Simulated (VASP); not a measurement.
# CdS (CsCl type) (Pm-3m) in VASP: settings compared, part 2 of 2

VASP 6.6.1. Earlier steps stand in the parts before.

### 3 Single point, revPBE, collinear spin, ferromagnetic start

This run uses another cell than the first one, of 15.07 Å³/atom, 1.100 times its volume.

File INCAR:

```
SYSTEM = CdS
ALGO     = Normal         ! electronic algorithm
EDIFF    = 1E-7           ! SCF threshold, eV
ENCUT    = 520            ! plane-wave cutoff, eV
GGA      = RE             ! functional
ISIF     = 2              ! what is computed and relaxed
ISMEAR   = -1             ! smearing method
ISPIN    = 2              ! spin polarisation
LASPH    = .True.         ! aspherical terms in the spheres
LCHARG   = .True.         ! write CHGCAR
LELF     = .True.         ! ELF
LORBIT   = 11             ! projections on sites
LREAL    = .False.        ! projectors in reciprocal space
LVHAR    = .True.       
LWAVE    = .False.        ! write WAVECAR
MAGMOM   = 0.2 0.2        ! initial moments
NBANDS   = 20             ! bands
NELM     = 150            ! most SCF steps
PREC     = Accurate       ! precision mode
SIGMA    = 0.05           ! smearing width, eV
```

File KPOINTS:

```
k-points
0
Gamma
  14 14 14
  0 0 0
```

File POSCAR:

```
CdS
1.0
    3.1120799152      0.0000000000      0.0000000000
    0.0000000000      3.1120799152      0.0000000000
    0.0000000000      0.0000000000      3.1120799152
Cd S
1 1
Direct
    0.0000000000      0.0000000000      0.0000000000
    0.5000000000      0.5000000000      0.5000000000
```

Potentials or basis: VASP PAW PBE potentials, release 64 (Cd, S).

Launch:

```sh
$ cat potpaw_PBE.64/Cd/POTCAR potpaw_PBE.64/S/POTCAR > POTCAR
$ mpirun -np 1 vasp_std > vasp.out
```

OUTCAR:

```text
SYSTEM = CdS
   EDIFF = 1E-7
   ENCUT = 520
   GGA = RE
   ISIF = 2
   ISMEAR = -1
   ISPIN = 2
   LASPH = .True.
   LORBIT = 11
   LREAL = .False.
   NELM = 150
   PREC = Accurate

 ion  position               nearest neighbor table
   1  0.000  0.000  0.000-   2 2.70   2 2.70   2 2.70   2 2.70   2 2.70   2 2.70   2 2.70   2 2.70

   2  0.500  0.500  0.500-   1 2.70   1 2.70   1 2.70   1 2.70   1 2.70   1 2.70   1 2.70   1 2.70

  LATTYP: Found a simple cubic cell.
 ALAT       =     3.1120799152

  Lattice vectors:

 A1 = (   3.1120799152,   0.0000000000,   0.0000000000)
 A2 = (   0.0000000000,   3.1120799152,   0.0000000000)
 A3 = (   0.0000000000,   0.0000000000,   3.1120799152)

Analysis of symmetry for initial positions (statically):
=====================================================================
 Subroutine PRICEL returns:
 Original cell was already a primitive cell.

 Routine SETGRP: Setting up the symmetry group for a
 simple cubic supercell.

 Subroutine GETGRP returns: Found 48 space group operations
 (whereof 48 operations were pure point group operations)
 out of a pool of 48 trial point group operations.

[... 1296 lines left out ...]

------------------------ aborting loop because EDIFF is reached ----------------------------------------

  FORCE on cell =-STRESS in cart. coord.  units (eV):
  Direction    XX          YY          ZZ          XY          YZ          ZX
  --------------------------------------------------------------------------------------
  -------------------------------------------------------------------------------------
  Total        7.5446513      7.5446513      7.5446513     -0.0000000      0.0000000     -0.0000000
  in kB      401.0490849    401.0490849    401.0490849     -0.0000000      0.0000000     -0.0000000
  external PRESSURE =     401.0490849 kB  Pullay stress =       0.0000000 kB

 VOLUME and BASIS-vectors are now :
 -----------------------------------------------------------------------------
  energy-cutoff  :      520.00
  volume of cell :       30.14
      direct lattice vectors                 reciprocal lattice vectors
     3.112079915  0.000000000  0.000000000     0.321328509  0.000000000  0.000000000
     0.000000000  3.112079915  0.000000000     0.000000000  0.321328509  0.000000000
     0.000000000  0.000000000  3.112079915     0.000000000  0.000000000  0.321328509

 POSITION                                       TOTAL-FORCE (eV/Angst)
 -----------------------------------------------------------------------------------
      0.00000      0.00000      0.00000         0.000000      0.000000      0.000000
      1.55604      1.55604      1.55604         0.000000      0.000000      0.000000
 -----------------------------------------------------------------------------------
    total drift:                                0.000000      0.000000     -0.000000

  FREE ENERGIE OF THE ION-ELECTRON SYSTEM (eV)
  ---------------------------------------------------
  free  energy   TOTEN  =        -3.2415723275 eV

  energy  without entropy=       -3.2329062674  energy(sigma->0) =       -3.23723930

 total charge

# of ion       s       p       d       tot
------------------------------------------
    1        0.412   0.329   9.605  10.346
    2        1.379   2.424   0.000   3.803
--------------------------------------------------
tot          1.791   2.753   9.605  14.149

 magnetization (x)

# of ion       s       p       d       tot
------------------------------------------
    1       -0.000  -0.000  -0.000  -0.000
    2       -0.000   0.000   0.000   0.000
--------------------------------------------------
tot         -0.000   0.000  -0.000  -0.000
```

stdout:

```text
POSCAR found type information on POSCAR CdS
 POSCAR found :  2 types and       2 ions
 scaLAPACK will be used
 -----------------------------------------------------------------------------
|                                                                             |
|                                                                             |
|     You enforced a specific xc type in the INCAR file but a different       |
|     I HOPE YOU KNOW WHAT YOU ARE DOING!                                     |
|                                                                             |
 -----------------------------------------------------------------------------

 LDA part: xc-table for (Slater+PW92), standard interpolation
 POSCAR, INCAR and KPOINTS ok, starting setup
 FFT: planning ... GRIDC
 FFT: planning ... GRID_SOFT
 FFT: planning ... GRID
 WAVECAR not read
 entering main loop
```

Run time: 3.2 min. Hardware: 1 thread of AMD EPYC 7R13, shared host; peak memory 0.2 GiB.

What came out:

| Item | Value |
| --- | --- |
| Free energy | -3.2416 eV |
| Pressure | 40.1 GPa |
| Band gap on the k mesh | zero (filled and empty bands overlap) |
| Net moment | 0.00 μB per cell |
| Valence electrons inside the program's atomic spheres | Cd 10.35; S 3.80 |

Levels at points of the mesh, in eV from the Fermi level:
Spin up:
| k point | band 5 | band 6 | band 7 | band 8 | band 9 | band 10 | band 11 | band 12 | band 13 | band 14 |
| --- | --- | --- | --- | --- | --- | --- | --- | --- | --- | --- |
| (0.00, 0.00, 0.00) | -8.59 | -8.59 | -1.79 | -1.79 | -1.79 | 0.43 | 6.33 | 6.33 | 14.61 | 14.61 |
| (0.50, 0.00, 0.00) | -9.16 | -8.54 | -6.89 | 0.22 | 0.22 | 4.23 | 6.42 | 6.43 | 7.46 | 7.46 |
| (0.50, 0.50, 0.00) | -8.22 | -7.65 | -6.21 | -6.21 | -1.19 | 0.02 | 9.16 | 9.16 | 9.17 | 11.82 |
| (0.50, 0.50, 0.50) | -8.20 | -8.20 | -2.30 | -2.30 | -2.30 | 0.94 | 0.94 | 0.94 | 4.43 | 19.34 |
Spin down:
```csv
k point,band 5,band 6,band 7,band 8,band 9,band 10,band 11,band 12,band 13,band 14
"(0.00, 0.00, 0.00)",-8.59,-8.59,-1.79,-1.79,-1.79,0.43,6.33,6.33,14.61,14.61
"(0.50, 0.00, 0.00)",-9.16,-8.54,-6.89,0.22,0.22,4.23,6.42,6.43,7.46,7.46
"(0.50, 0.50, 0.00)",-8.22,-7.65,-6.21,-6.21,-1.19,0.02,9.16,9.16,9.17,11.82
"(0.50, 0.50, 0.50)",-8.20,-8.20,-2.30,-2.30,-2.30,0.94,0.94,0.94,4.43,19.34
```

Caveat: the PAW data sets were made with another functional, which shifts forces and pressure a little.
